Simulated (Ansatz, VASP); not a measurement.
## RbMgH2 in VASP and in Ansatz

```
CELL_PARAMETERS angstrom
3.61786 0.00000 0.00000
-1.80893 3.13316 0.00000
0.00000 0.00000 5.64438
ATOMIC_POSITIONS crystal
Rb 0.00000 0.00000 0.00000
Mg 0.00000 0.00000 0.50000
H 0.33333 0.66667 0.00000
H 0.66667 0.33333 0.00000
```

Alike in both runs: task relaxation of cell and atoms; functional PBE; k mesh 6 × 6 × 4; occupations gaussian, width 0.1 eV; no spin polarisation.

|  | VASP | Ansatz |
| --- | --- | --- |
| version | VASP 6.6.1 | Ansatz 0.2.0 |
| potentials or method | VASP PAW PBE potentials, release 64 (Rb_sv, Mg, H), cutoff 600 eV | scalar-relativistic, plane waves, PAW |
| valence electrons in the cell | 13 | 21 |

VASP gave:

| Property | Result |
| --- | --- |
| gap on the k mesh at the Fermi level, each at its own relaxed structure (eV) | none |
| relaxed volume (Å³/atom) | 38.79 |
| relaxed cell length with the largest relative difference (Å) | 8.204 |

Estimate Ansatz's values.

gap on the k mesh at the Fermi level, each at its own relaxed structure (eV): none; relaxed volume (Å³/atom): 41.48; relaxed cell length with the largest relative difference (Å): 8.595.

A gap of «none» marks a metal or a gap that the smearing closes. One of these differences is far larger than is usual between the two programs; its cause wasn't traced. VASP's potentials hold 13 valence electrons a cell and Ansatz's 21, so a difference there can come from the potentials and not from the codes.

Noted on VASP's run: the volume moved by over 15 % at a fixed basis, so the end points are rough.
